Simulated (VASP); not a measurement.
MgO:

```
CELL_PARAMETERS angstrom
2.51737 0.00000 0.00000
0.00000 2.62335 0.00000
0.00000 0.00000 2.62335
ATOMIC_POSITIONS crystal
Mg 0.00000 0.00000 0.00000
O 0.50000 0.50000 0.50000
```

This cell differs from its parent crystal: uniaxial x strain -4.0%.

Base run:

```yaml
Program: VASP 6.6.1
Functional: PBE
Potentials_or_basis: VASP PAW PBE potentials, release 64 (Mg, O)
Cutoff: 520 eV
k_mesh: 10 × 10 × 10
Occupations: fermi-dirac, width 0.02 eV
Spin: no spin polarisation
```

Its results: band gap on the k mesh 2.65 eV, indirect (least direct gap 3.56 eV); pressure 13.1 GPa.

Question: The run is repeated on the same cell with these changes: functional from PBE to r2SCAN; occupations from fermi-dirac, width 0.02 eV to gaussian, width 0.01 eV. What comes out?

Answer: Band gap on the k mesh 3.49 eV, indirect (least direct gap 4.44 eV); pressure 6.1 GPa.

Caveats: the PAW data sets were made with another functional, which shifts forces and pressure a little (some runs).

A k mesh can miss the band edges.
